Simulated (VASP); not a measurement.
Zn:

```
Zn
1.0
     2.56000    0.00000    0.00000
     0.00000    2.56000    0.00000
     0.00000    0.00000    2.56000
Zn
1
Direct
  0.00000 0.00000 0.00000
```

This isn't the form of Zn at room conditions, which is hcp.

| Property | Result |
| --- | --- |
| Program | VASP 6.6.1 |
| Task | relaxation of cell and atoms |
| Functional | PBE |
| Potentials or basis | VASP PAW PBE potentials, release 64 (Zn) |
| Cutoff | 600 eV |
| k mesh | 16 × 16 × 16 |
| Occupations | gaussian, width 0.05 eV |
| Spin | no spin polarisation |

At the start: pressure 4.9 GPa; volume 16.78 Å³/atom.

**Question.** Where does the relaxation end?

**Answer.** Over 3 steps the energy falls by 21.1 meV/atom and the volume is 18.31 Å³/atom (+9.1 %); space group Pm-3m (No. 221, to 0.1 Å) before and after.

Step by step:
```tsv
step	energy change (eV)	largest force (eV/Å)	pressure (GPa)	volume (Å³)
1	0.0000	0.0000	4.90	16.78
2	-0.0207	0.0000	0.61	18.06
3	-0.0211	0.0000	-0.05	18.31
```

Final structure:
```
CELL_PARAMETERS angstrom
2.63574 0.00000 0.00000
0.00000 2.63574 0.00000
0.00000 0.00000 2.63574
ATOMIC_POSITIONS crystal
Zn 0.00000 0.00000 0.00000
```
